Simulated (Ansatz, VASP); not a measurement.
# Cs in VASP and in Ansatz

Contents of POSCAR:

```
Cs
1.0
   -3.1371092464      3.1371092464      3.1371092464
    3.1371092464     -3.1371092464      3.1371092464
    3.1371092464      3.1371092464     -3.1371092464
Cs
1
Direct
    0.0000000000      0.0000000000      0.0000000000
```

The input INCAR.step1:

```
ALGO = Normal
EDIFF = 1E-4
ENCUT = 600
GGA = PE
ISMEAR = 0
LASPH = True
LCHARG = False
LREAL = False
LWAVE = True
NELM = 100
PREC = Accurate
SIGMA = 0.1
```

File INCAR.step2:

```
ALGO = Normal
EDIFF = 1E-6
EDIFFG = -0.005
ENCUT = 600
IBRION = 2
ISIF = 3
ISMEAR = 0
ISTART = 1
LASPH = True
LCHARG = False
LMIXTAU = True
LREAL = False
LWAVE = False
METAGGA = R2SCAN
NELM = 100
NSW = 100
PREC = Accurate
SIGMA = 0.1
```

The input KPOINTS:

```
k-points
0
Gamma
  10 10 10
```

Input for Ansatz:

```yaml
crystal:
  lattice:
    - [-3.1371092464, 3.1371092464, 3.1371092464]
    - [3.1371092464, -3.1371092464, 3.1371092464]
    - [3.1371092464, 3.1371092464, -3.1371092464]
  atoms:
    - { symbol: Cs, position: [0.0, 0.0, 0.0] }
basis:
  ecutwfc: 500
kpoints:
  mp_grid: { grid: [10, 10, 10] }
hamiltonian:
  xc: r2scan
scf:
  occupations: { method: gaussian, width: 0.1 }
output:
  forces: true
  stress: true
  eigenvalues: true
relax:
  adjacent_minimum: "off"
  f_tol: 0.005
  max_steps: 80
  cell: { stress_tol: 0.05 }
```

Alike in both runs: task relaxation of cell and atoms; functional r2SCAN; k mesh 10 × 10 × 10; occupations gaussian, width 0.1 eV; no spin polarisation.

|  | VASP | Ansatz |
| --- | --- | --- |
| version | VASP 6.6.1 | Ansatz 0.2.0 |
| potentials or method | VASP PAW PBE potentials, release 64 (Cs_sv), cutoff 600 eV | scalar-relativistic, plane waves, PAW |
| valence electrons in the cell | 9 | 9 |

|  | VASP | Ansatz | Ansatz less VASP |
| --- | --- | --- | --- |
| gap on the k mesh at the Fermi level, each at its own relaxed structure (eV) | none | none | - |
| relaxed volume (Å³/atom) | 123.49 | 123.49 | 0.000 |
| relaxed length of the cell vector where the two differ most in proportion (Å) | 5.434 | 5.434 | 0.0000 |

VASP's potentials were made for PBE, not for r2SCAN. A gap of «none» marks a metal or a gap that the smearing closes.

Neither program's run includes spin-orbit coupling. Noted on VASP's run: the relaxation stopped at its first step, so nothing moved.
